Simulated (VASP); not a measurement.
Runs of VASP 6.6.1 on PbO2. The structure is that of space group P4_2/mnm (No. 136), or close to it. The cells are those of the table. 

```csv
cell,k mesh,gap on the mesh (eV),pressure (GPa),largest force (eV/Å)
"a = 4.958, b = 4.958, c = 3.388 Å, 6 atoms",4 × 4 × 6,(b),9.3,0.08
"a = 4.864, b = 4.864, c = 3.420 Å, 6 atoms",8 × 8 × 10,-,13.5,0.01
"a = 4.958, b = 4.958, c = 3.388 Å, 6 atoms",8 × 8 × 10,-,(a),0.02
"a = 4.790, b = 4.790, c = 3.411 Å, 6 atoms",8 × 8 × 10,-,19.9,0.01
"a = 5.068, b = 5.068, c = 3.450 Å, 6 atoms",4 × 4 × 6,0.16,0.4,0.02
```

Alike in all rows: task single point; level PBE; potentials or basis VASP PAW PBE potentials, release 64 (Pb_d, O); no spin polarisation; cutoff (eV) 520; smearing gaussian 0.1 eV.

Question: Fill in the values left out.

Answer: (a) 9.2; (b) 0.18.

Caveats: spin-orbit coupling is left out, which moves the levels of the heavy elements; the cell stands under pressure (at least some runs).

A k mesh can miss the band edges, and the runs leave out spin-orbit coupling on Pb.
